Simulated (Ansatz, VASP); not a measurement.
## One calculation of Te, two programs

```
CELL_PARAMETERS angstrom
-3.19068 3.19068 1.58048
3.19068 -3.19068 1.58048
3.19068 3.19068 -1.58048
ATOMIC_POSITIONS crystal
Te 0.62500 0.87500 0.75000
Te 0.37500 0.12500 0.25000
```

Alike in both runs: functional PBE; k mesh 15 × 15 × 15; occupations fermi-dirac, width 0.08 eV; no spin polarisation.

Ansatz relaxed the structure, and its values are those at the end. VASP's run is a single point on that final structure, the one shown.

|  | VASP | Ansatz |
| --- | --- | --- |
| version | VASP 6.6.1 | Ansatz 0.2.0 |
| potentials or method | VASP PAW PBE potentials, release 64 (Te) | PAW with Ansatz's default frozen-core files, scalar-relativistic |
| plane-wave cutoff (eV) | 520 | 420 |
| valence electrons in the cell | 12 | 32 |

Ansatz gave:

```
pressure (GPa) : 0.0
```

Problem. Estimate VASP's values.

Solution. Pressure (GPa): -0.1.

VASP's potentials hold 12 valence electrons a cell and Ansatz's 32, so a difference there can come from the potentials and not from the codes.

Neither program's run includes spin-orbit coupling.
